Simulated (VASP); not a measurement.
Co:

```
Co
1.0
     0.00000    1.75666    1.75666
     1.75666    0.00000    1.75666
     1.75666    1.75666    0.00000
Co
1
Direct
  0.00000 0.00000 0.00000
```

Base run:

```yaml
Program: VASP 6.6.1
Functional: PBE
Potentials_or_basis: VASP PAW PBE potentials, release 64 (Co)
Cutoff: 520 eV
k_mesh: 18 × 18 × 18
Occupations: fermi-dirac, width 0.05 eV
Spin: no spin polarisation
```

Its results: pressure -11.9 GPa.

The run is repeated on the same cell with these changes: spin from no spin polarisation to non-collinear spin, typed start, spin-orbit coupling; further incar settings from ALGO = Normal; EDIFF = 1e-08; NBANDS = 10 to ALGO = Normal; EDIFF = 1e-06; NBANDS = 20. What comes out?

Pressure 0.5 GPa; net moment 1.62 μB per cell.
